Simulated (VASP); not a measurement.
# As (R-3m) in VASP: further runs

Runs on As. Level: LDA. Tasks: single point.

Program: VASP 6.6.1. These are calculated values, not measurements. Logs are shortened: lines on timing, memory, paths and dates and some standing lists are left out, and cuts for length are marked.

## Step 1: The cell of the first run

It takes space group R-3m (No. 166, trigonal). Conventional cell: a = 3.760 Å, b = 3.760 Å, c = 9.983 Å, α = 90.00°, β = 90.00°, γ = 120.00°. Within 3.3 Å of As (site symmetry 3m) lie 6 As at 2.52 to 2.99 Å.

## Step 2: Single point, LDA

INCAR reads:

```
PREC = Accurate ; ENCUT = 500
EDIFF = 1E-6 ; ISMEAR = -1
SIGMA = 0.1 ; LREAL = F
LASPH = T ; NELM = 120
ALGO = Normal ; ISIF = 2
LWAVE = F ; LCHARG = F
GGA = CA ; NBANDS = 12
GGA_COMPAT = F
```

KPOINTS reads:

```
Automatic mesh
0
Gamma
  8 8 8
```

POSCAR reads:

```
As
1.0
    1.8799878575      1.0854114956      3.3276505507
   -1.8799878575      1.0854114956      3.3276505507
    0.0000000000     -2.1708229912      3.3276505507
As
2
Direct
    0.7695128170      0.7695128170      0.7695128170
    0.2304871830      0.2304871830      0.2304871830
```

Potentials or basis: VASP PAW LDA potentials, release 64 (As).

Command:

```
cat potpaw_LDA.64/As/POTCAR > POTCAR
mpirun -np 1 vasp_std > vasp.out
```

OUTCAR:

```text
PREC = Accurate
   ENCUT = 500
   EDIFF = 1E-6
   ISMEAR = -1
   LREAL = F
   LASPH = T
   NELM = 120
   ISIF = 2
   GGA = CA

 ion  position               nearest neighbor table
   1  0.770  0.770  0.770-   2 2.52   2 2.52   2 2.52
   2  0.230  0.230  0.230-   1 2.52   1 2.52   1 2.52

  LATTYP: Found a trigonal (rhomboedric) cell.
 ALAT       =     3.9731260547
 COS(alpha) =     0.5522089635

  Lattice vectors:

 A1 = (   1.8799878575,   1.0854114956,   3.3276505507)
 A2 = (  -1.8799878575,   1.0854114956,   3.3276505507)
 A3 = (   0.0000000000,  -2.1708229912,   3.3276505507)

Analysis of symmetry for initial positions (statically):
=====================================================================
 Subroutine PRICEL returns:
 Original cell was already a primitive cell.

 Routine SETGRP: Setting up the symmetry group for a
 trigonal (rhombohedral) supercell.

 Subroutine GETGRP returns: Found 12 space group operations
 (whereof 12 operations were pure point group operations)
 out of a pool of 12 trial point group operations.

The static configuration has the point symmetry D_3d.

Analysis of symmetry for dynamics (positions and initial velocities):
=====================================================================
 Subroutine PRICEL returns:
 Original cell was already a primitive cell.

 Routine SETGRP: Setting up the symmetry group for a
 trigonal (rhombohedral) supercell.

 Subroutine GETGRP returns: Found 12 space group operations
 (whereof 12 operations were pure point group operations)
 out of a pool of 12 trial point group operations.

The dynamic configuration has the point symmetry D_3d.

 Subroutine INISYM returns: Found 12 space group operations
 (whereof 12 operations are pure point group operations),
 and found     1 'primitive' translations

----------------------------------------------------------------------------------------

                                     Primitive cell

  volume of cell :      40.7416

  direct lattice vectors                    reciprocal lattice vectors
     1.879987857  1.085411496  3.327650551     0.265959165  0.153551595  0.100170775
    -1.879987857  1.085411496  3.327650551    -0.265959165  0.153551595  0.100170775
     0.000000000 -2.170822991  3.327650551     0.000000000 -0.307103191  0.100170775

  length of vectors
     3.973126055  3.973126055  3.973126055     0.323027172  0.323027172  0.323027172

  position of ions in fractional coordinates (direct lattice)
     0.769512817  0.769512817  0.769512817
     0.230487183  0.230487183  0.230487183

  ion indices of the primitive-cell ions
   primitive index   ion index
                 1           1
                 2           2

----------------------------------------------------------------------------------------

 KPOINTS: Automatic mesh

Automatic generation of k-mesh.
 Grid dimensions read from file:
 generate k-points for:    8    8    8

 Generating k-lattice:

  Cartesian coordinates                     Fractional coordinates (reciprocal lattice)
     0.033244896  0.019193949  0.012521347     0.125000000 -0.000000000  0.000000000
    -0.033244896  0.019193949  0.012521347    -0.000000000  0.125000000  0.000000000
     0.000000000 -0.038387899  0.012521347     0.000000000  0.000000000  0.125000000

  Length of vectors
     0.040378396  0.040378396  0.040378396

  Shift w.r.t. Gamma in fractional coordinates (k-lattice)
     0.000000000  0.000000000  0.000000000

 Subroutine IBZKPT returns following result:
 ===========================================

 Found     65 irreducible k-points:

 Following reciprocal coordinates:
            Coordinates               Weight
  0.000000  0.000000  0.000000      1.000000
  0.125000 -0.000000  0.000000      6.000000
  0.250000 -0.000000  0.000000      6.000000
  0.375000  0.000000  0.000000      6.000000
  0.500000 -0.000000  0.000000      3.000000
  0.125000  0.125000  0.000000      6.000000
[... 16 lines left out ...]
  0.250000  0.125000  0.125000      6.000000
  0.375000  0.125000  0.125000      6.000000
 [... further k-points ...]
   k-points           NKPTS =     65   k-points in BZ     NKDIM =     65   number of bands    NBANDS=     12
   number of dos      NEDOS =    301   number of ions     NIONS =      2
   total plane-waves  NPLWV =  27000
   dimension x,y,z NGX =    30 NGY =   30 NGZ =   30
   dimension x,y,z NGXF=    60 NGYF=   60 NGZF=   60
   ions per type =               2
   NGX,Y,Z   is equivalent  to a cutoff of  12.55, 12.55, 12.55 a.u.
   NGXF,Y,Z  is equivalent  to a cutoff of  25.11, 25.11, 25.11 a.u.
 SYSTEM =  unknown system
   PREC   = accura    normal or accurate (medium, high low for compatibility)
   ISTART =      0    job   : 0-new  1-cont  2-samecut
   ICHARG =      2    charge: 1-file 2-atom 10-const
   ISPIN  =      1    spin polarized calculation?
   LNONCOLLINEAR =      F non collinear calculations
   LSORBIT =      F    spin-orbit coupling
   LASPH  =      T    aspherical Exc in radial PAW
   ENCUT  =  500.0 eV  36.75 Ry    6.06 a.u.   7.24  7.24  7.24*2*pi/ulx,y,z
   NELM   =    120;   NELMIN=  2; NELMDL= -5     # of ELM steps
   EDIFF  = 0.1E-05   stopping-criterion for ELM
   LREAL  =      F    real-space projection
   EDIFFG = 0.1E-04   stopping-criterion for IOM
   NSW    =      0    number of steps for IOM
   IBRION =     -1    ionic relax: 0-MD 1-quasi-New 2-CG
   NFREE  =      0    steps in history (QN), initial steepest desc. (CG)
   ISIF   =      2    stress and relaxation
   ISYM   =      2    0-nonsym 1-usesym 2-fastsym
   POTIM  = 0.5000    time-step for ionic-motion
   TEBEG  =    0.0;   TEEND  =   0.0 temperature during run
   PSTRESS=    0.0 pullay stress
   NELECT =      10.0000    total number of electrons
   NUPDOWN=      -1.0000    fix difference up-down
   EMIN   =  10.00;   EMAX   =-10.00  energy-range for DOS
   EFERMI =   0.00;   METHOD = LEGACY
   ISMEAR =    -1;   SIGMA  =   0.10  broadening in eV -4-tet -1-fermi 0-gaus
   EFERMI_NEDOS =   21; number of points for ismear=-14 and -15
   IALGO  =     38    algorithm
   IMIX   =      4    mixing-type and parameters
     AMIX     =   0.40;   BMIX     =  1.00
     AMIX_MAG =   1.60;   BMIX_MAG =  1.00
  volume/ion in A,a.u.               =      20.37       137.47
  Fermi-wavevector in a.u.,A,eV,Ry     =   1.025011  1.936991 14.294939  1.050648
  Thomas-Fermi vector in A             =   2.158829
   LORBIT       =      0    0 simple, 1 ext, 2 COOP (PROOUT), +10 PAW based schemes
   GGA     = CA    functional components
   LHFCALC =     F    Hartree Fock is set to
   AEXX    =    0.0000 exact exchange contribution
   IVDW    =     0    specifies the selected vdW correction
   LEPSILON=     F    determine dielectric tensor
   LRPA    =     F    only Hartree local field effects (RPA)
 non-spin polarized calculation
  energy-cutoff  :      500.00
  volume of cell :       40.74
 maximum number of plane-waves:      1060
 NGX is ok and might be reduce to    30
   NGX = 15   NGY = 15   NGZ = 15

 number of electron      10.0000001 magnetization

 Free energy of the ion-electron system (eV)
  ---------------------------------------------------
  ext. energy  EPLUGINS =         0.00000000
  ---------------------------------------------------
  free energy    TOTEN  =       -10.79979292 eV

  energy without entropy =      -10.79209463  energy(sigma->0) =      -10.79594378

 E-fermi :   6.1108     XC(G=0): -10.4169

 val. band max:        6.0907381086   @ k =   0.3750   0.2500   0.2500
 cond. band min:       6.1172865401   @ k =   0.3750   0.1250   0.1250
 fundamental gap:      0.0265484315
 Fermi energy:         6.1107724857

 k-point     1 :       0.0000    0.0000    0.0000
  band No.  band energies     occupation
      1      -9.3306      2.00000
      2       0.5248      2.00000
      3       3.6127      2.00000
      4       3.8886      2.00000
      5       3.8886      2.00000
      6       8.1549      0.00000
      7       9.1836      0.00000
      8       9.1836      0.00000
      9      12.4785      0.00000
     10      12.4785      0.00000
     11      12.9089      0.00000
     12      14.6039      0.00000

 k-point     2 :       0.1250   -0.0000    0.0000
  band No.  band energies     occupation
      1      -9.1151      2.00000
      2      -0.3634      2.00000
      3       3.6080      2.00000
      4       3.7919      2.00000
      5       4.1579      2.00000
      6       8.2034      0.00000
      7       8.7396      0.00000
      8       8.8122      0.00000
      9      11.6978      0.00000
     10      12.3971      0.00000
     11      12.4878      0.00000
     12      15.9375      0.00000

 k-point     3 :       0.2500   -0.0000    0.0000
  band No.  band energies     occupation
      1      -8.4755      2.00000
      2      -2.1664      2.00000
      3       3.5123      2.00000
      4       3.5994      2.00000
      5       4.6714      2.00000
      6       7.4574      0.00000
      7       7.7812      0.00000
      8       7.9177      0.00000
      9      12.1336      0.00000
     10      12.8483      0.00000
     11      13.5640      0.00000
     12      18.5554      0.00000

 k-point     4 :       0.3750    0.0000    0.0000
  band No.  band energies     occupation
      1      -7.4447      2.00000
      2      -4.0764      2.00000
      3       3.4544      2.00000
      4       3.5513      2.00000
      5       5.1360      1.99988
      6       6.4977      0.04090
      7       6.7088      0.00504
      8       7.1492      0.00006
      9      13.6299      0.00000
     10      14.7825      0.00000
     11      15.5981      0.00000
     12      18.3468      0.00000

 k-point     5 :       0.5000   -0.0000    0.0000
  band No.  band energies     occupation
      1      -6.4188      2.00000
      2      -5.4191      2.00000
      3       3.4067      2.00000
      4       3.6194      2.00000
      5       5.6801      1.97341
      6       5.7312      1.95605
      7       6.2624      0.36009
      8       6.8608      0.00111
      9      15.4900      0.00000
     10      16.1059      0.00000
     11      17.4793      0.00000
     12      17.5581      0.00000
[... 228 lines left out ...]
      1      -6.3610      2.00000
      2      -3.5729      2.00000
      3      -0.4663      2.00000
      4       1.5567      2.00000
      5       1.6126      2.00000
      6       7.5327      0.00000
      7      11.8391      0.00000
      8      12.8113      0.00000
      9      13.8853      0.00000
     10      16.8434      0.00000
     11      18.6799      0.00000
     12      18.9925      0.00000

 k-point    22 :       0.1250    0.1250    0.1250
  band No.  band energies     occupation
      1      -9.1625      2.00000
      2      -0.4738      2.00000
      3       3.9105      2.00000
      4       3.9105      2.00000
      5       4.2535      2.00000
      6       8.1542      0.00000
      7       8.6456      0.00000
      8       8.6456      0.00000
      9      12.3950      0.00000
     10      12.7110      0.00000
     11      12.7110      0.00000
     12      15.6449      0.00000

 k-point    23 :       0.2500    0.1250    0.1250
  band No.  band energies     occupation
      1      -8.8393      2.00000
      2      -1.3533      2.00000
      3       2.6236      2.00000
      4       4.1723      2.00000
      5       5.3895      1.99853
      6       7.3914      0.00001
      7       7.5993      0.00000
      8       9.4510      0.00000
      9      12.1021      0.00000
     10      12.5904      0.00000
     11      13.6557      0.00000
     12      15.4370      0.00000

 k-point    24 :       0.3750    0.1250    0.1250
  band No.  band energies     occupation
      1      -8.1036      2.00000
      2      -2.8071      2.00000
      3       1.8371      2.00000
      4       3.9361      2.00000
      5       6.1173      0.96744
      6       6.2503      0.39709
      7       7.0674      0.00014
      8       9.6807      0.00000
      9      12.1950      0.00000
     10      13.5553      0.00000
     11      15.0476      0.00000
     12      17.3184      0.00000

 [... further k-points ...]

------------------------ aborting loop because EDIFF is reached ----------------------------------------

  FORCE on cell =-STRESS in cart. coord.  units (eV):
  Direction    XX          YY          ZZ          XY          YZ          ZX
  --------------------------------------------------------------------------------------
  -------------------------------------------------------------------------------------
  Total        0.1238121      0.1238121      0.0822729      0.0000000      0.0000000      0.0000000
  in kB        4.8689495      4.8689495      3.2354073      0.0000000      0.0000000      0.0000000
  external PRESSURE =       4.3244354 kB  Pullay stress =       0.0000000 kB

 VOLUME and BASIS-vectors are now :
 -----------------------------------------------------------------------------
  energy-cutoff  :      500.00
  volume of cell :       40.74
      direct lattice vectors                 reciprocal lattice vectors
     1.879987857  1.085411496  3.327650551     0.265959165  0.153551595  0.100170775
    -1.879987857  1.085411496  3.327650551    -0.265959165  0.153551595  0.100170775
     0.000000000 -2.170822991  3.327650551     0.000000000 -0.307103191  0.100170775

 POSITION                                       TOTAL-FORCE (eV/Angst)
 -----------------------------------------------------------------------------------
      0.00000      0.00000      7.68201         0.000000      0.000000     -0.037618
      0.00000      0.00000      2.30094         0.000000     -0.000000      0.037618
 -----------------------------------------------------------------------------------
    total drift:                               -0.000000      0.000000      0.000000

  FREE ENERGIE OF THE ION-ELECTRON SYSTEM (eV)
  ---------------------------------------------------
  free  energy   TOTEN  =       -10.7997929214 eV

  energy  without entropy=      -10.7920946327  energy(sigma->0) =      -10.79594378
```

Wall time 34 s (1 thread of Intel Xeon Platinum 8375C at 2.90GHz (Ice Lake), shared host); peak memory 0.15 GiB.

What came out:

* Free energy: -10.7998 eV
* Pressure: 0.4 GPa
* Largest force: 0.038 eV/Å
* Band gap on the k mesh: zero (band 5 reaches 6.12 eV, above the bottom of band 6 at 5.73 eV)

Forces on the atoms (eV/Å):
```
As   0.000  0.000 -0.038
As   0.000  0.000  0.038
```

Levels at points of the mesh, in eV from the Fermi level:
```tsv
k point	band 1	band 2	band 3	band 4	band 5	band 6	band 7	band 8	band 9	band 10
(0.00, 0.00, 0.00)	-15.44	-5.59	-2.50	-2.22	-2.22	2.04	3.07	3.07	6.37	6.37
(0.50, 0.00, 0.00)	-12.53	-11.53	-2.70	-2.49	-0.43	-0.38	0.15	0.75	9.38	10.00
(0.50, 0.50, 0.00)	-12.47	-9.68	-6.58	-4.55	-4.50	1.42	5.73	6.70	7.77	10.73
(0.50, 0.50, 0.50)	-13.68	-10.61	-1.85	-1.85	-0.78	0.21	0.21	1.49	8.43	10.80
```

## Step 3: Single point, LDA

INCAR reads:

```
PREC = Accurate
ENCUT = 500
EDIFF = 1E-6
ISMEAR = -1
SIGMA = 0.1
LREAL = F
LASPH = T
NELM = 120
ALGO = Normal
ISIF = 2
LWAVE = F
LCHARG = F
GGA = CA
NBANDS = 12
GGA_COMPAT = F
```

KPOINTS reads:

```
Automatic mesh
0
Gamma
  10 10 10
```

POSCAR is that of step 2.

Potentials or basis: VASP PAW LDA potentials, release 64 (As).

Command:

```
cat potpaw_LDA.64/As/POTCAR > POTCAR
mpirun -np 1 vasp_std > vasp.out
```

Wall time 54 s (1 thread of Intel Xeon Platinum 8375C at 2.90GHz (Ice Lake), shared host); peak memory 0.17 GiB.

The run converged. Its results:

| Property | Result |
| --- | --- |
| Free energy | -10.7916 eV |
| Pressure | 0.5 GPa |
| Largest force | 0.069 eV/Å |
| Band gap on the k mesh | zero (band 5 reaches 5.96 eV, above the bottom of band 6 at 5.74 eV) |

Forces in eV/Å, atoms in the order of the input:
```
As   0.000  0.000 -0.069
As   0.000  0.000  0.069
```

Stress tensor (GPa, compression positive):
```
0.52 0.00 0.00
0.00 0.52 0.00
0.00 0.00 0.36
```

Levels at points of the mesh, in eV from the Fermi level:
| k point | band 1 | band 2 | band 3 | band 4 | band 5 | band 6 | band 7 | band 8 | band 9 | band 10 |
| --- | --- | --- | --- | --- | --- | --- | --- | --- | --- | --- |
| (0.00, 0.00, 0.00) | -15.35 | -5.50 | -2.41 | -2.14 | -2.14 | 2.13 | 3.16 | 3.16 | 6.46 | 6.46 |
| (0.50, 0.00, 0.00) | -12.44 | -11.44 | -2.62 | -2.40 | -0.35 | -0.29 | 0.24 | 0.84 | 9.47 | 10.08 |
| (0.50, 0.50, 0.00) | -12.38 | -9.60 | -6.49 | -4.46 | -4.41 | 1.51 | 5.82 | 6.79 | 7.86 | 10.82 |
| (0.50, 0.50, 0.50) | -13.59 | -10.52 | -1.77 | -1.77 | -0.69 | 0.30 | 0.30 | 1.58 | 8.52 | 10.89 |

## Step 4: Single point, LDA

INCAR reads:

```
SYSTEM = As
ALGO = Normal
EDIFF = 1E-6
ENCUT = 500
GGA = CA
GGA_COMPAT = .FALSE.
ISIF = 2
ISMEAR = -1
LASPH = .TRUE.
LCHARG = .TRUE.
LELF = .TRUE.
LREAL = .FALSE.
LVHAR = .TRUE.
LWAVE = .FALSE.
NBANDS = 12
NELM = 120
PREC = Accurate
SIGMA = 0.1
```

KPOINTS reads:

```
k-points
0
G
  10 10 10
  0 0 0
```

POSCAR is that of step 3.

Command:

```
cat potpaw_LDA.64/As/POTCAR > POTCAR
mpirun -np 1 vasp_std > vasp.out
```

It took 67 s on 1 thread of Intel Xeon Platinum 8375C at 2.90GHz (Ice Lake), shared host; peak memory 0.17 GiB.

It converged, with:

```
Free energy            : -10.7916 eV
Pressure               : 0.5 GPa
Largest force          : 0.069 eV/Å
Band gap on the k mesh : zero (band 5 reaches 5.96 eV, above the bottom of band 6 at 5.74 eV)
```

Forces in eV/Å, atoms in the order of the input:
```
As   0.000  0.000 -0.069
As   0.000  0.000  0.069
```

Stress tensor (GPa, compression positive):
```
0.52 0.00 0.00
0.00 0.52 0.00
0.00 0.00 0.36
```

Levels at points of the mesh, in eV from the Fermi level:
| k point | band 1 | band 2 | band 3 | band 4 | band 5 | band 6 | band 7 | band 8 | band 9 | band 10 |
| --- | --- | --- | --- | --- | --- | --- | --- | --- | --- | --- |
| (0.00, 0.00, 0.00) | -15.35 | -5.50 | -2.41 | -2.14 | -2.14 | 2.13 | 3.16 | 3.16 | 6.46 | 6.46 |
| (0.50, 0.00, 0.00) | -12.44 | -11.44 | -2.62 | -2.40 | -0.35 | -0.29 | 0.24 | 0.84 | 9.47 | 10.08 |
| (0.50, 0.50, 0.00) | -12.38 | -9.60 | -6.49 | -4.46 | -4.41 | 1.51 | 5.82 | 6.79 | 7.86 | 10.82 |
| (0.50, 0.50, 0.50) | -13.59 | -10.52 | -1.77 | -1.77 | -0.69 | 0.30 | 0.30 | 1.58 | 8.52 | 10.89 |

## Step 5: Single point, LDA

INCAR reads:

```
SYSTEM = As
ALGO     = Normal         ! electronic algorithm
EDIFF    = 1E-6           ! SCF threshold, eV
ENCUT    = 500            ! plane-wave cutoff, eV
GGA      = CA             ! functional
GGA_COMPAT= .FALSE.      
ISIF     = 2              ! what is computed and relaxed
ISMEAR   = -1             ! smearing method
LASPH    = .TRUE.         ! aspherical terms in the spheres
LCHARG   = .TRUE.         ! write CHGCAR
LELF     = .TRUE.         ! ELF
LREAL    = .FALSE.        ! projectors in reciprocal space
LVHAR    = .TRUE.       
LWAVE    = .FALSE.        ! write WAVECAR
NBANDS   = 12             ! bands
NELM     = 120            ! most SCF steps
PREC     = Accurate       ! precision mode
SIGMA    = 0.01           ! smearing width, eV
```

KPOINTS is that of step 4.

POSCAR is that of step 4.

Command:

```
cat potpaw_LDA.64/As/POTCAR > POTCAR
mpirun -np 1 vasp_std > vasp.out
```

It took 69 s on 1 thread of Intel Xeon Platinum 8375C at 2.90GHz (Ice Lake), shared host; peak memory 0.17 GiB.

It converged, with:

| Item | Value |
| --- | --- |
| Free energy | -10.7889 eV |
| Pressure | 0.5 GPa |
| Largest force | 0.059 eV/Å |
| Band gap on the k mesh | zero (band 5 reaches 5.96 eV, above the bottom of band 6 at 5.74 eV) |

Forces on the atoms (eV/Å):
```
As   0.000  0.000 -0.059
As   0.000  0.000  0.059
```

Stress tensor (GPa, compression positive):
```
0.56 0.00 0.00
0.00 0.56 0.00
0.00 0.00 0.26
```

Levels at points of the mesh, in eV from the Fermi level:
| k point | band 2 | band 3 | band 4 | band 5 | band 6 | band 7 | band 8 | band 9 |
| --- | --- | --- | --- | --- | --- | --- | --- | --- |
| (0.00, 0.00, 0.00) | -5.44 | -2.35 | -2.08 | -2.08 | 2.18 | 3.21 | 3.21 | 6.51 |
| (0.50, 0.00, 0.00) | -11.39 | -2.57 | -2.35 | -0.29 | -0.23 | 0.29 | 0.89 | 9.52 |
| (0.50, 0.50, 0.00) | -9.54 | -6.43 | -4.41 | -4.36 | 1.56 | 5.87 | 6.84 | 7.92 |
| (0.50, 0.50, 0.50) | -10.47 | -1.71 | -1.71 | -0.64 | 0.36 | 0.36 | 1.64 | 8.57 |

## Step 6: Overview

```csv
k mesh,smearing,gap on the mesh (eV),pressure (GPa),largest force (eV/Å)
8 × 8 × 8,fermi-dirac 0.1 eV,none,0.4,0.04
10 × 10 × 10,fermi-dirac 0.1 eV,none,0.5,0.07
10 × 10 × 10,fermi-dirac 0.01 eV,none,0.5,0.06
```

Alike in all rows: task single point; level LDA; potentials or basis VASP PAW LDA potentials, release 64 (As); no spin polarisation; cell as given; cutoff (eV) 500.

Every run on the cell as given and a fine mesh finds a metal.

Total energies depend on the potentials used, so only differences within one code and one set of settings carry meaning.
